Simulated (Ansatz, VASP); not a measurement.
## I in VASP and in Ansatz

```
CELL_PARAMETERS angstrom
0.00000 2.59620 2.59620
2.59620 0.00000 2.59620
2.59620 2.59620 0.00000
ATOMIC_POSITIONS crystal
I 0.00000 0.00000 0.00000
```

Alike in both runs: task single point; functional PBE; k mesh 4 × 4 × 4; occupations fermi-dirac, width 0.15 eV; non-collinear spin, spin-orbit coupling.

```csv
,VASP,Ansatz
version,VASP 6.6.1,Ansatz 0.2.0 development build
potentials or method,"VASP PAW PBE potentials, release 64 (I)","plane waves, PAW datasets (generated hard set"
plane-wave cutoff (eV),500,700
valence electrons in the cell,7,17
```

|  | VASP | Ansatz | Ansatz less VASP |
| --- | --- | --- | --- |
| net moment per atom (μB) | 0.00 | 0.00 | 0.000 |

VASP's potentials hold 7 valence electrons a cell and Ansatz's 17, so a difference there can come from the potentials and not from the codes. Ansatz's warnings: stress scf threshold loose.

The k mesh is coarse, so the values compare programs but aren't converged.
